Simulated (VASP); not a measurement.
Set up this calculation in VASP 6.6.1, as the native input.

```
Task                   : single point
Functional             : PBEsol
Potentials or basis    : VASP PAW PBE potentials, release 64 (W_sv, Si)
Cutoff                 : 520 eV
k mesh                 : 7 × 7 × 4
Occupations            : fermi-dirac, width 0.05 eV
Spin                   : no spin polarisation
Dipole correction      : no
Further INCAR settings : ALGO = Normal; EDIFF = 1e-06; NBANDS = 43
```

The structure of Si2W lies in POSCAR:

```
Si2W
1.0
    4.5765141663      0.0000000000      0.0000000000
   -2.2882570832      3.9633775288      0.0000000000
    0.0000000000      0.0000000000      6.6023491530
W Si
3 6
Direct
    0.5000000000      0.0000000000      0.5000000000
    0.5000000000      0.5000000000      0.8333333333
    0.0000000000      0.5000000000      0.1666666667
    0.3276093601      0.1638046801      0.1666666667
    0.8361953199      0.1638046801      0.8333333333
    0.1638046801      0.3276093601      0.5000000000
    0.6723906399      0.8361953199      0.1666666667
    0.1638046801      0.8361953199      0.8333333333
    0.8361953199      0.6723906399      0.5000000000
```

These files were run (other wordings do the same):

INCAR

```
SYSTEM = Si2W
PREC = Accurate ; ENCUT = 520
EDIFF = 1E-6 ; ISMEAR = -1
SIGMA = 0.05 ; LREAL = .False.
LASPH = .True. ; NELM = 100
ALGO = Normal ; ISIF = 2
LWAVE = .False. ; LCHARG = .False.
GGA = PS ; NBANDS = 43
```

KPOINTS

```
Automatic mesh
0
Gamma
  7 7 4
  0 0 0
```

Potentials or basis: VASP PAW PBE potentials, release 64 (W_sv, Si).

Run with:

```sh
$ cat potpaw_PBE.64/W_sv/POTCAR potpaw_PBE.64/Si/POTCAR > POTCAR
$ mpirun -np 1 vasp_std > vasp.out
```

It gave:

```
Pressure               : 0.3 GPa
Largest force          : 0.005 eV/Å
Band gap on the k mesh : 0.23 eV, indirect (least direct gap 0.72 eV)
```

Caveat: the PAW data sets were made with another functional, which shifts forces and pressure a little; spin-orbit coupling is left out, which moves the levels of the heavy elements.

It took 2.3 min on 1 thread of AMD EPYC 7R43 64-Core Processor (Zen 3), with other jobs on the host, peak memory 0.24 GiB.
